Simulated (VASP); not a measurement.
Here is a VASP 6.6.1 calculation.

Contents of INCAR:

```
SYSTEM = WC
PREC = Accurate
ENCUT = 520
EDIFF = 1E-8
ISMEAR = -1
SIGMA = 0.05
LREAL = .False.
LASPH = .True.
NELM = 60
ALGO = Normal
ISIF = 2
LWAVE = .False.
LCHARG = .False.
GGA = PS
LEFG = .True.
NBANDS = 16
```

The input KPOINTS:

```
Automatic mesh
0
Gamma
  14 14 13
  0 0 0
```

Contents of POSCAR:

```
WC
1.0
    2.9197106146      0.0000000000      0.0000000000
   -1.4598553073      2.5285435639      0.0000000000
    0.0000000000      0.0000000000      2.8477356453
W C
1 1
Direct
    0.0000000000      0.0000000000      0.0000000000
    0.6666666667      0.3333333333      0.5000000000
```

Potentials or basis: VASP PAW PBE potentials, release 64 (W_sv, C).

The run is started by

```sh
$ cat potpaw_PBE.64/W_sv/POTCAR potpaw_PBE.64/C/POTCAR > POTCAR
$ mpirun -np 1 vasp_std > vasp.out
```

**Question.** Estimate the band gap on the k mesh.

**Answer.** Zero (band 9 reaches 11.50 eV, above the bottom of band 10 at 10.19 eV).

**Question.** Estimate the pressure.

**Answer.** -7.3 GPa.

Stress tensor (GPa, compression positive):
```
-7.05  0.00  0.00
 0.00 -7.05  0.00
 0.00  0.00 -7.72
```

Caveat: without QUAD_EFG the Cq values of the log hold for a quadrupole moment of 1 mb, not for the nuclei; the PAW data sets were made with another functional, which shifts forces and pressure a little; spin-orbit coupling is left out, which moves the levels of the heavy elements.
